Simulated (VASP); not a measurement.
# NaH (Pm-3m) in VASP: a series of runs

The runs below take NaH through single point, with PBE.

Program: VASP 6.6.1. These are calculated values, not measurements. Logs are shortened: lines on timing, memory, paths and dates and some standing lists are left out, and cuts for length are marked.

## 1. The cell of the first run

Symmetry: Pm-3m, No. 221, cubic system. The conventional cell has a = 2.932 Å, b = 2.932 Å, c = 2.932 Å, α = 90.00°, β = 90.00°, γ = 90.00°. Na (site symmetry m-3m) has 8 H at 2.54 Å and 6 Na at 2.93 Å within 3.4 Å. H (site symmetry m-3m) has 8 Na at 2.54 Å and 6 H at 2.93 Å within 3.4 Å.

## 2. Single point, PBE

INCAR reads:

```
SYSTEM = NaH
PREC = Accurate ; ENCUT = 520
EDIFF = 1E-6 ; ISMEAR = 0
SIGMA = 0.01 ; LREAL = .False.
LASPH = .True. ; NELM = 100
ALGO = Normal ; ISIF = 2
LWAVE = .False. ; LCHARG = .True.
GGA = PE ; LELF = .True.
LVHAR = .True. ; NBANDS = 11
```

KPOINTS reads:

```
regular mesh
0
Gamma
  6 6 6
  0 0 0
```

POSCAR reads:

```
NaH
1.0
    2.9323912055      0.0000000000      0.0000000000
    0.0000000000      2.9323912055      0.0000000000
    0.0000000000      0.0000000000      2.9323912055
Na H
1 1
Direct
    0.0000000000      0.0000000000      0.0000000000
    0.5000000000      0.5000000000      0.5000000000
```

Potentials or basis: VASP PAW PBE potentials, release 64 (Na_pv, H).

Started as:

```sh
> cat potpaw_PBE.64/Na_pv/POTCAR potpaw_PBE.64/H/POTCAR > POTCAR
> mpirun -np 1 vasp_std > vasp.out
```

OUTCAR:

```text
SYSTEM = NaH
   PREC = Accurate
   ENCUT = 520
   EDIFF = 1E-6
   ISMEAR = 0
   LREAL = .False.
   LASPH = .True.
   NELM = 100
   ISIF = 2
   GGA = PE

 ion  position               nearest neighbor table
   1  0.000  0.000  0.000-
   2  0.500  0.500  0.500-

  LATTYP: Found a simple cubic cell.
 ALAT       =     2.9323912055

  Lattice vectors:

 A1 = (   2.9323912055,   0.0000000000,   0.0000000000)
 A2 = (   0.0000000000,   2.9323912055,   0.0000000000)
 A3 = (   0.0000000000,   0.0000000000,   2.9323912055)

Analysis of symmetry for initial positions (statically):
=====================================================================
 Subroutine PRICEL returns:
 Original cell was already a primitive cell.

 Routine SETGRP: Setting up the symmetry group for a
 simple cubic supercell.

 Subroutine GETGRP returns: Found 48 space group operations
 (whereof 48 operations were pure point group operations)
 out of a pool of 48 trial point group operations.

The static configuration has the point symmetry O_h .

Analysis of symmetry for dynamics (positions and initial velocities):
=====================================================================
 Subroutine PRICEL returns:
 Original cell was already a primitive cell.

 Routine SETGRP: Setting up the symmetry group for a
 simple cubic supercell.

 Subroutine GETGRP returns: Found 48 space group operations
 (whereof 48 operations were pure point group operations)
 out of a pool of 48 trial point group operations.

The dynamic configuration has the point symmetry O_h .

 Subroutine INISYM returns: Found 48 space group operations
 (whereof 48 operations are pure point group operations),
 and found     1 'primitive' translations

----------------------------------------------------------------------------------------

                                     Primitive cell

  volume of cell :      25.2154

  direct lattice vectors                    reciprocal lattice vectors
     2.932391206  0.000000000  0.000000000     0.341018619  0.000000000  0.000000000
     0.000000000  2.932391206  0.000000000     0.000000000  0.341018619  0.000000000
     0.000000000  0.000000000  2.932391206     0.000000000  0.000000000  0.341018619

  length of vectors
     2.932391206  2.932391206  2.932391206     0.341018619  0.341018619  0.341018619

  position of ions in fractional coordinates (direct lattice)
     0.000000000  0.000000000  0.000000000
     0.500000000  0.500000000  0.500000000

  ion indices of the primitive-cell ions
   primitive index   ion index
                 1           1
                 2           2

----------------------------------------------------------------------------------------

 KPOINTS: regular mesh

Automatic generation of k-mesh.
 Grid dimensions read from file:
 generate k-points for:    6    6    6

 Generating k-lattice:

  Cartesian coordinates                     Fractional coordinates (reciprocal lattice)
     0.056836437  0.000000000  0.000000000     0.166666667  0.000000000  0.000000000
     0.000000000  0.056836437  0.000000000     0.000000000  0.166666667  0.000000000
     0.000000000  0.000000000  0.056836437     0.000000000  0.000000000  0.166666667

  Length of vectors
     0.056836437  0.056836437  0.056836437

  Shift w.r.t. Gamma in fractional coordinates (k-lattice)
     0.000000000  0.000000000  0.000000000

 Subroutine IBZKPT returns following result:
 ===========================================

 Found     20 irreducible k-points:

 Following reciprocal coordinates:
            Coordinates               Weight
  0.000000  0.000000  0.000000      1.000000
  0.166667  0.000000  0.000000      6.000000
  0.333333  0.000000  0.000000      6.000000
  0.500000  0.000000  0.000000      3.000000
  0.166667  0.166667  0.000000     12.000000
  0.333333  0.166667  0.000000     24.000000
[... 12 lines left out ...]
  0.500000  0.500000  0.333333      6.000000
  0.500000  0.500000  0.500000      1.000000
   k-points           NKPTS =     20   k-points in BZ     NKDIM =     20   number of bands    NBANDS=     11
   number of dos      NEDOS =    301   number of ions     NIONS =      2
   total plane-waves  NPLWV =  13824
   dimension x,y,z NGX =    24 NGY =   24 NGZ =   24
   dimension x,y,z NGXF=    48 NGYF=   48 NGZF=   48
   ions per type =               1   1
   NGX,Y,Z   is equivalent  to a cutoff of  13.61, 13.61, 13.61 a.u.
   NGXF,Y,Z  is equivalent  to a cutoff of  27.21, 27.21, 27.21 a.u.
 SYSTEM =  NaH
   PREC   = accura    normal or accurate (medium, high low for compatibility)
   ISTART =      0    job   : 0-new  1-cont  2-samecut
   ICHARG =      2    charge: 1-file 2-atom 10-const
   ISPIN  =      1    spin polarized calculation?
   LNONCOLLINEAR =      F non collinear calculations
   LSORBIT =      F    spin-orbit coupling
   LASPH  =      T    aspherical Exc in radial PAW
   ENCUT  =  520.0 eV  38.22 Ry    6.18 a.u.   5.45  5.45  5.45*2*pi/ulx,y,z
   NELM   =    100;   NELMIN=  2; NELMDL= -5     # of ELM steps
   EDIFF  = 0.1E-05   stopping-criterion for ELM
   LREAL  =      F    real-space projection
[... 7 lines left out ...]
   TEBEG  =    0.0;   TEEND  =   0.0 temperature during run
   PSTRESS=    0.0 pullay stress
   NELECT =       8.0000    total number of electrons
   NUPDOWN=      -1.0000    fix difference up-down
   EMIN   =  10.00;   EMAX   =-10.00  energy-range for DOS
   EFERMI =   0.00;   METHOD = LEGACY
   ISMEAR =     0;   SIGMA  =   0.01  broadening in eV -4-tet -1-fermi 0-gaus
   EFERMI_NEDOS =   21; number of points for ismear=-14 and -15
   IALGO  =     38    algorithm
   IMIX   =      4    mixing-type and parameters
     AMIX     =   0.40;   BMIX     =  1.00
     AMIX_MAG =   1.60;   BMIX_MAG =  1.00
  volume/ion in A,a.u.               =      12.61        85.08
  Fermi-wavevector in a.u.,A,eV,Ry     =   1.116562  2.109997 16.962535  1.246711
  Thomas-Fermi vector in A             =   2.253177
   LORBIT       =      0    0 simple, 1 ext, 2 COOP (PROOUT), +10 PAW based schemes
   GGA     = PE    functional components
   LHFCALC =     F    Hartree Fock is set to
   AEXX    =    0.0000 exact exchange contribution
   IVDW    =     0    specifies the selected vdW correction
   LEPSILON=     F    determine dielectric tensor
   LRPA    =     F    only Hartree local field effects (RPA)
 non-spin polarized calculation
 Gauss-broadening in eV      SIGMA  =   0.01
  energy-cutoff  :      520.00
  volume of cell :       25.22
 maximum number of plane-waves:       696
 NGX is ok and might be reduce to    24
   NGX = 11   NGY = 11   NGZ = 11

 number of electron       8.0000014 magnetization

 Free energy of the ion-electron system (eV)
  ---------------------------------------------------
  ext. energy  EPLUGINS =         0.00000000
  ---------------------------------------------------
  free energy    TOTEN  =        -4.76841554 eV

  energy without entropy =       -4.76841554  energy(sigma->0) =       -4.76841554

 E-fermi :   1.4904     XC(G=0):  -8.2397

 val. band max:        1.4271746299   @ k =   0.5000   0.5000   0.5000
 cond. band min:       2.4562652168   @ k =   0.5000   0.0000   0.0000
 fundamental gap:      1.0290905869
 Fermi energy:         1.4904161161

 k-point     1 :       0.0000    0.0000    0.0000
  band No.  band energies     occupation
      1     -23.1414      2.00000
      2     -23.1414      2.00000
      3     -23.1414      2.00000
      4      -4.6038      2.00000
      5      10.2714      0.00000
      6      12.4810      0.00000
      7      12.4810      0.00000
      8      14.0849      0.00000
      9      14.0849      0.00000
     10      14.0849      0.00000
     11      27.4168      0.00000

 k-point     2 :       0.1667    0.0000    0.0000
  band No.  band energies     occupation
      1     -23.1894      2.00000
      2     -23.1372      2.00000
      3     -23.1372      2.00000
      4      -4.1662      2.00000
      5       7.8269      0.00000
      6      11.4815      0.00000
      7      12.9459      0.00000
      8      14.4134      0.00000
      9      14.4134      0.00000
     10      18.5731      0.00000
     11      24.4087      0.00000

 k-point     3 :       0.3333    0.0000    0.0000
  band No.  band energies     occupation
      1     -23.2843      2.00000
      2     -23.1288      2.00000
      3     -23.1288      2.00000
      4      -2.9950      2.00000
      5       4.2414      0.00000
      6      12.1067      0.00000
      7      14.2979      0.00000
      8      15.3222      0.00000
      9      15.3222      0.00000
     10      20.5953      0.00000
     11      21.1464      0.00000

 k-point     4 :       0.5000    0.0000    0.0000
  band No.  band energies     occupation
      1     -23.3311      2.00000
      2     -23.1247      2.00000
      3     -23.1247      2.00000
      4      -2.0417      2.00000
      5       2.4563      0.00000
      6      12.5111      0.00000
      7      15.7695      0.00000
      8      16.1061      0.00000
      9      16.1061      0.00000
     10      18.1586      0.00000
     11      19.5577      0.00000
[... 183 lines left out ...]
 k-point    18 :       0.5000    0.3333    0.3333
  band No.  band energies     occupation
      1     -23.2855      2.00000
      2     -23.2400      2.00000
      3     -23.2351      2.00000
      4       0.2571      2.00000
      5       6.0180      0.00000
      6       8.1591      0.00000
      7       9.3177      0.00000
      8      11.3623      0.00000
      9      12.6698      0.00000
     10      14.6152      0.00000
     11      20.4792      0.00000

 k-point    19 :       0.5000    0.5000    0.3333
  band No.  band energies     occupation
      1     -23.2785      2.00000
      2     -23.2785      2.00000
      3     -23.2316      2.00000
      4       0.8437      2.00000
      5       7.2055      0.00000
      6       7.2055      0.00000
      7       9.8216      0.00000
      8       9.9415      0.00000
      9      12.7307      0.00000
     10      12.7307      0.00000
     11      19.1598      0.00000

 k-point    20 :       0.5000    0.5000    0.5000
  band No.  band energies     occupation
      1     -23.2719      2.00000
      2     -23.2719      2.00000
      3     -23.2719      2.00000
      4       1.4272      2.00000
      5       8.3547      0.00000
      6       8.3547      0.00000
      7       8.3547      0.00000
      8      10.6938      0.00000
      9      10.6938      0.00000
     10      10.6938      0.00000
     11      17.7839      0.00000

------------------------ aborting loop because EDIFF is reached ----------------------------------------

  FORCE on cell =-STRESS in cart. coord.  units (eV):
  Direction    XX          YY          ZZ          XY          YZ          ZX
  --------------------------------------------------------------------------------------
  -------------------------------------------------------------------------------------
  Total        0.1207861      0.1207861      0.1207861     -0.0000000      0.0000000      0.0000000
  in kB        7.6747057      7.6747057      7.6747057     -0.0000000      0.0000000      0.0000000
  external PRESSURE =       7.6747057 kB  Pullay stress =       0.0000000 kB

 VOLUME and BASIS-vectors are now :
 -----------------------------------------------------------------------------
  energy-cutoff  :      520.00
  volume of cell :       25.22
      direct lattice vectors                 reciprocal lattice vectors
     2.932391206  0.000000000  0.000000000     0.341018619  0.000000000  0.000000000
     0.000000000  2.932391206  0.000000000     0.000000000  0.341018619  0.000000000
     0.000000000  0.000000000  2.932391206     0.000000000  0.000000000  0.341018619

 POSITION                                       TOTAL-FORCE (eV/Angst)
 -----------------------------------------------------------------------------------
      0.00000      0.00000      0.00000         0.000000      0.000000      0.000000
      1.46620      1.46620      1.46620         0.000000      0.000000      0.000000
 -----------------------------------------------------------------------------------
    total drift:                                0.000000      0.000000      0.000000

  FREE ENERGIE OF THE ION-ELECTRON SYSTEM (eV)
  ---------------------------------------------------
  free  energy   TOTEN  =        -4.7684155444 eV

  energy  without entropy=       -4.7684155444  energy(sigma->0) =       -4.76841554
```

It took 6.3 s on 1 thread of Intel Xeon 8259CL, shared host; peak memory 0.13 GiB.

Results:

| Property | Result |
| --- | --- |
| Free energy | -4.7684 eV |
| Pressure | 0.8 GPa |
| Band gap on the k mesh | 1.03 eV (least direct gap 4.50 eV) |

Levels at points of the mesh, in eV from the valence-band top:
| k point | band 1 | band 2 | band 3 | band 4 | band 5 | band 6 | band 7 | band 8 |
| --- | --- | --- | --- | --- | --- | --- | --- | --- |
| (0.00, 0.00, 0.00) | -24.57 | -24.57 | -24.57 | -6.03 | 8.84 | 11.05 | 11.05 | 12.66 |
| (0.50, 0.00, 0.00) | -24.76 | -24.55 | -24.55 | -3.47 | 1.03 | 11.08 | 14.34 | 14.68 |
| (0.50, 0.50, 0.00) | -24.73 | -24.73 | -24.54 | -1.78 | 4.31 | 4.31 | 6.93 | 14.89 |
| (0.50, 0.50, 0.50) | -24.70 | -24.70 | -24.70 | 0.00 | 6.93 | 6.93 | 6.93 | 9.27 |

Caveat: the structure was generated, so it needn't be the stable form of NaH. A k mesh can miss the band edges.

(Continued in part 2 of 2.)
